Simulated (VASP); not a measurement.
# Nb (I4/mmm) in VASP: notebook

Nb is run at these levels: PBE; tasks: single point.

Program: VASP 6.6.1. These are calculated values, not measurements. Logs are shortened: lines on timing, memory, paths and dates and some standing lists are left out, and cuts for length are marked.

## Step 1: The cell of the first run

It takes space group I4/mmm (No. 139, tetragonal). Conventional cell: a = 3.328 Å, b = 3.328 Å, c = 3.577 Å, α = 90.00°, β = 90.00°, γ = 90.00°. Within 3.9 Å of Nb (site symmetry 4/mmm) lie 14 Nb at 2.96 to 3.58 Å.

## Step 2: Single point, PBE (strain +0.0750 x Voigt [0, 0, 1, 0, 0, 0])

INCAR

```
SYSTEM = Nb
ALGO = Fast ; EDIFF = 1E-6
ENCUT = 520 ; GGA = PE
ISIF = 2 ; ISMEAR = 0
LASPH = .True. ; LCHARG = .True.
LELF = .True. ; LREAL = .False.
LVHAR = .True. ; LWAVE = .False.
NBANDS = 12 ; NELM = 60
PREC = Accurate ; SIGMA = 0.15
```

KPOINTS

```
k-points
0
Gamma
  20 20 20
  0 0 0
```

POSCAR

```
Nb
1.0
   -1.6639500000      1.6639500000      1.7887462500
    1.6639500000     -1.6639500000      1.7887462500
    1.6639500000      1.6639500000     -1.7887462500
Nb
1
Direct
    0.0000000000      0.0000000000      0.0000000000
```

Potentials or basis: VASP PAW PBE potentials, release 64 (Nb_sv).

Started as:

```sh
$ cat potpaw_PBE.64/Nb_sv/POTCAR > POTCAR
$ mpirun -np 1 vasp_std > vasp.out
```

OUTCAR:

```text
SYSTEM = Nb
   EDIFF = 1E-6
   ENCUT = 520
   GGA = PE
   ISIF = 2
   ISMEAR = 0
   LASPH = .True.
   LREAL = .False.
   NELM = 60
   PREC = Accurate

 ion  position               nearest neighbor table
   1  0.000  0.000  0.000-

  LATTYP: Found a body centered tetragonal cell.
 ALAT       =     3.3279000000
 C/A-ratio  =     1.0750000000

  Lattice vectors:

 A1 = (  -1.6639500000,   1.6639500000,   1.7887462500)
 A2 = (   1.6639500000,  -1.6639500000,   1.7887462500)
 A3 = (   1.6639500000,   1.6639500000,  -1.7887462500)

Analysis of symmetry for initial positions (statically):
=====================================================================
 Subroutine PRICEL returns:
 Original cell was already a primitive cell.

 Routine SETGRP: Setting up the symmetry group for a
 body centered tetragonal supercell.

 Subroutine GETGRP returns: Found 16 space group operations
 (whereof 16 operations were pure point group operations)
 out of a pool of 16 trial point group operations.

The static configuration has the point symmetry D_4h.

Analysis of symmetry for dynamics (positions and initial velocities):
=====================================================================
 Subroutine PRICEL returns:
 Original cell was already a primitive cell.

 Routine SETGRP: Setting up the symmetry group for a
 body centered tetragonal supercell.

 Subroutine GETGRP returns: Found 16 space group operations
 (whereof 16 operations were pure point group operations)
 out of a pool of 16 trial point group operations.

The dynamic configuration has the point symmetry D_4h.

 Subroutine INISYM returns: Found 16 space group operations
 (whereof 16 operations are pure point group operations),
 and found     1 'primitive' translations

----------------------------------------------------------------------------------------

                                     Primitive cell

  volume of cell :      19.8102

  direct lattice vectors                    reciprocal lattice vectors
    -1.663950000  1.663950000  1.788746250     0.000000000  0.300489798  0.279525394
     1.663950000 -1.663950000  1.788746250     0.300489798  0.000000000  0.279525394
     1.663950000  1.663950000 -1.788746250     0.300489798  0.300489798  0.000000000

  length of vectors
     2.955853912  2.955853912  2.955853912     0.410400493  0.410400493  0.424956748

  position of ions in fractional coordinates (direct lattice)
     0.000000000  0.000000000  0.000000000

  ion indices of the primitive-cell ions
   primitive index   ion index
                 1           1

----------------------------------------------------------------------------------------

 KPOINTS: k-points

Automatic generation of k-mesh.
 Grid dimensions read from file:
 generate k-points for:   20   20   20

 Generating k-lattice:

  Cartesian coordinates                     Fractional coordinates (reciprocal lattice)
     0.000000000  0.015024490  0.013976270     0.050000000  0.000000000  0.000000000
     0.015024490  0.000000000  0.013976270     0.000000000  0.050000000  0.000000000
     0.015024490  0.015024490  0.000000000     0.000000000  0.000000000  0.050000000

  Length of vectors
     0.020520025  0.020520025  0.021247837

  Shift w.r.t. Gamma in fractional coordinates (k-lattice)
     0.000000000  0.000000000  0.000000000

 Subroutine IBZKPT returns following result:
 ===========================================

 Found    641 irreducible k-points:

 Following reciprocal coordinates:
            Coordinates               Weight
  0.000000  0.000000  0.000000      1.000000
  0.050000  0.000000  0.000000      8.000000
  0.100000 -0.000000  0.000000      8.000000
  0.150000  0.000000 -0.000000      8.000000
  0.200000 -0.000000  0.000000      8.000000
  0.250000 -0.000000  0.000000      8.000000
[... 16 lines left out ...]
 -0.400000  0.050000 -0.000000     16.000000
 -0.350000  0.050000  0.000000     16.000000
 [... further k-points ...]
   k-points           NKPTS =    641   k-points in BZ     NKDIM =    641   number of bands    NBANDS=     12
   number of dos      NEDOS =    301   number of ions     NIONS =      1
   total plane-waves  NPLWV =  13824
   dimension x,y,z NGX =    24 NGY =   24 NGZ =   24
   dimension x,y,z NGXF=    48 NGYF=   48 NGZF=   48
   ions per type =               1
   NGX,Y,Z   is equivalent  to a cutoff of  13.50, 13.50, 13.50 a.u.
   NGXF,Y,Z  is equivalent  to a cutoff of  27.00, 27.00, 27.00 a.u.
 SYSTEM =  Nb
   PREC   = accura    normal or accurate (medium, high low for compatibility)
   ISTART =      0    job   : 0-new  1-cont  2-samecut
   ICHARG =      2    charge: 1-file 2-atom 10-const
   ISPIN  =      1    spin polarized calculation?
   LNONCOLLINEAR =      F non collinear calculations
   LSORBIT =      F    spin-orbit coupling
   LASPH  =      T    aspherical Exc in radial PAW
   ENCUT  =  520.0 eV  38.22 Ry    6.18 a.u.   5.50  5.50  5.50*2*pi/ulx,y,z
   NELM   =     60;   NELMIN=  2; NELMDL= -5     # of ELM steps
   EDIFF  = 0.1E-05   stopping-criterion for ELM
   LREAL  =      F    real-space projection
   EDIFFG = 0.1E-04   stopping-criterion for IOM
   NSW    =      0    number of steps for IOM
   IBRION =     -1    ionic relax: 0-MD 1-quasi-New 2-CG
   NFREE  =      0    steps in history (QN), initial steepest desc. (CG)
   ISIF   =      2    stress and relaxation
   ISYM   =      2    0-nonsym 1-usesym 2-fastsym
   POTIM  = 0.5000    time-step for ionic-motion
   TEBEG  =    0.0;   TEEND  =   0.0 temperature during run
   PSTRESS=    0.0 pullay stress
   NELECT =      13.0000    total number of electrons
   NUPDOWN=      -1.0000    fix difference up-down
   EMIN   =  10.00;   EMAX   =-10.00  energy-range for DOS
   EFERMI =   0.00;   METHOD = LEGACY
   ISMEAR =     0;   SIGMA  =   0.15  broadening in eV -4-tet -1-fermi 0-gaus
   EFERMI_NEDOS =   21; number of points for ismear=-14 and -15
   IALGO  =     68    algorithm
   IMIX   =      4    mixing-type and parameters
     AMIX     =   0.40;   BMIX     =  1.00
     AMIX_MAG =   1.60;   BMIX_MAG =  1.00
  volume/ion in A,a.u.               =      19.81       133.69
  Fermi-wavevector in a.u.,A,eV,Ry     =   1.422633  2.688386 27.536620  2.023884
  Thomas-Fermi vector in A             =   2.543316
   LORBIT       =      0    0 simple, 1 ext, 2 COOP (PROOUT), +10 PAW based schemes
   GGA     = PE    functional components
   LHFCALC =     F    Hartree Fock is set to
   AEXX    =    0.0000 exact exchange contribution
   IVDW    =     0    specifies the selected vdW correction
   LEPSILON=     F    determine dielectric tensor
   LRPA    =     F    only Hartree local field effects (RPA)
 non-spin polarized calculation
 RMM-DIIS sequential band-by-band and
 Gauss-broadening in eV      SIGMA  =   0.15
  energy-cutoff  :      520.00
  volume of cell :       19.81
 maximum number of plane-waves:       551
 NGX is ok and might be reduce to    24
   NGX = 11   NGY = 11   NGZ = 11

 number of electron      13.0000000 magnetization

 Free energy of the ion-electron system (eV)
  ---------------------------------------------------
  ext. energy  EPLUGINS =         0.00000000
  ---------------------------------------------------
  free energy    TOTEN  =       -10.13221992 eV

  energy without entropy =      -10.11276896  energy(sigma->0) =      -10.12249444

 E-fermi :   9.9237     XC(G=0): -12.0158

 val. band max:        9.9230126306   @ k =  -0.3000   0.2500   0.0000
 cond. band min:       9.9247564038   @ k =  -0.3000   0.3000   0.2000
 fundamental gap:      0.0017437731
 Fermi energy:         9.9236700137

 k-point     1 :       0.0000    0.0000    0.0000
  band No.  band energies     occupation
      1     -44.6084      2.00000
      2     -20.0806      2.00000
      3     -20.0802      2.00000
      4     -20.0802      2.00000
      5       4.1559      2.00000
      6      10.1000      0.09650
      7      10.1000      0.09650
      8      10.7767      0.00000
      9      12.3972      0.00000
     10      13.2754      0.00000
     11      23.1347      0.00000
     12      24.2818      0.00000

 k-point     2 :       0.0500    0.0000    0.0000
  band No.  band energies     occupation
      1     -44.6045      2.00000
      2     -20.1066      2.00000
      3     -20.0877      2.00000
      4     -20.0804      2.00000
      5       4.2472      2.00000
      6      10.0920      0.11250
      7      10.1197      0.06459
      8      10.7896      0.00000
      9      12.3453      0.00000
     10      13.2412      0.00000
     11      23.2886      0.00000
     12      24.3999      0.00000

 k-point     3 :       0.1000   -0.0000    0.0000
  band No.  band energies     occupation
      1     -44.5931      2.00000
      2     -20.1823      2.00000
      3     -20.1092      2.00000
      4     -20.0803      2.00000
      5       4.5125      2.00000
      6      10.0553      0.21452
      7      10.1086      0.08132
      8      10.9053      0.00000
      9      12.2179      0.00000
     10      13.1666      0.00000
     11      23.6650      0.00000
     12      24.6290      0.00000

 k-point     4 :       0.1500    0.0000   -0.0000
  band No.  band energies     occupation
      1     -44.5753      2.00000
      2     -20.2987      2.00000
      3     -20.1426      2.00000
      4     -20.0803      2.00000
      5       4.9254      2.00000
      6       9.9645      0.69996
      7       9.9766      0.61747
      8      11.2301      0.00000
      9      12.0976      0.00000
     10      13.0976      0.00000
     11      24.0066      0.00000
     12      24.8890      0.00000

 k-point     5 :       0.2000   -0.0000    0.0000
  band No.  band energies     occupation
      1     -44.5527      2.00000
      2     -20.4429      2.00000
      3     -20.1844      2.00000
      4     -20.0802      2.00000
      5       5.4346      2.00000
      6       9.7589      1.87977
      7       9.8296      1.62471
      8      11.7458      0.00000
      9      12.0655      0.00000
     10      13.0630      0.00000
     11      23.9414      0.00000
     12      24.9865      0.00000
[... 228 lines left out ...]
      1     -44.4452      2.00000
      2     -21.0750      2.00000
      3     -20.3824      2.00000
      4     -20.0907      2.00000
      5       6.6408      2.00000
      6       8.7949      2.00000
      7      11.3537      0.00000
      8      12.3787      0.00000
      9      13.6532      0.00000
     10      15.5000      0.00000
     11      20.3526      0.00000
     12      21.4798      0.00000

 k-point    22 :      -0.4500    0.0500    0.0000
  band No.  band energies     occupation
      1     -44.4529      2.00000
      2     -21.0317      2.00000
      3     -20.3675      2.00000
      4     -20.0918      2.00000
      5       6.6628      2.00000
      6       8.8558      2.00000
      7      10.9583      0.00000
      8      12.3919      0.00000
      9      13.5988      0.00000
     10      15.0937      0.00000
     11      20.8389      0.00000
     12      21.7192      0.00000

 k-point    23 :      -0.4000    0.0500   -0.0000
  band No.  band energies     occupation
      1     -44.4677      2.00000
      2     -20.9471      2.00000
      3     -20.3395      2.00000
      4     -20.0927      2.00000
      5       6.6649      2.00000
      6       8.9789      2.00000
      7      10.4116      0.00000
      8      12.3192      0.00000
      9      13.4948      0.00000
     10      14.4240      0.00000
     11      21.6663      0.00000
     12      22.2270      0.00000

 k-point    24 :      -0.3500    0.0500    0.0000
  band No.  band energies     occupation
      1     -44.4881      2.00000
      2     -20.8286      2.00000
      3     -20.3008      2.00000
      4     -20.0933      2.00000
      5       6.5586      2.00000
      6       9.1577      2.00000
      7       9.9316      0.94065
      8      12.2126      0.00000
      9      13.3551      0.00000
     10      13.6445      0.00000
     11      22.5257      0.00000
     12      23.0723      0.00000

 [... further k-points ...]

------------------------ aborting loop because EDIFF is reached ----------------------------------------

  FORCE on cell =-STRESS in cart. coord.  units (eV):
  Direction    XX          YY          ZZ          XY          YZ          ZX
  --------------------------------------------------------------------------------------
  -------------------------------------------------------------------------------------
  Total       -1.2934771     -1.2934771     -2.0857117      0.0000000      0.0000000      0.0000000
  in kB     -104.6116477   -104.6116477   -168.6846584      0.0000000      0.0000000      0.0000000
  external PRESSURE =    -125.9693180 kB  Pullay stress =       0.0000000 kB

 VOLUME and BASIS-vectors are now :
 -----------------------------------------------------------------------------
  energy-cutoff  :      520.00
  volume of cell :       19.81
      direct lattice vectors                 reciprocal lattice vectors
    -1.663950000  1.663950000  1.788746250     0.000000000  0.300489798  0.279525394
     1.663950000 -1.663950000  1.788746250     0.300489798  0.000000000  0.279525394
     1.663950000  1.663950000 -1.788746250     0.300489798  0.300489798  0.000000000

 POSITION                                       TOTAL-FORCE (eV/Angst)
 -----------------------------------------------------------------------------------
      0.00000      0.00000      0.00000         0.000000      0.000000      0.000000
 -----------------------------------------------------------------------------------
    total drift:                                0.000000     -0.000000      0.000000

  FREE ENERGIE OF THE ION-ELECTRON SYSTEM (eV)
  ---------------------------------------------------
  free  energy   TOTEN  =       -10.1322199181 eV

  energy  without entropy=      -10.1127689598  energy(sigma->0) =      -10.12249444
```

Wall time 9.4 min (1 thread of Intel Xeon 8259CL, shared host); peak memory 0.23 GiB.

What came out:

```
Free energy            : -10.1322 eV
Pressure               : -12.6 GPa
Band gap on the k mesh : zero (an odd number of electrons rules out a gap without spin polarisation)
```

Levels at points of the mesh, in eV from the Fermi level:
```
           k point  band 4  band 5  band 6  band 7  band 8  band 9
(0.00, 0.00, 0.00)  -30.00   -5.77    0.18    0.18    0.85    2.47
(0.50, 0.00, 0.00)  -30.00   -3.35   -1.14    1.71    2.41    3.65
(0.50, 0.50, 0.00)  -30.05   -3.40   -1.88    2.18    3.53    3.86
(0.50, 0.50, 0.50)  -30.64   -3.31   -3.14    4.82    5.03    5.03
```

Caveat: the cell differs from its parent crystal (strain +0.0750 x Voigt [0, 0, 1, 0, 0, 0]); the stress differs along the axes, from -17 to -10 GPa.

[end of part 1 of 3]
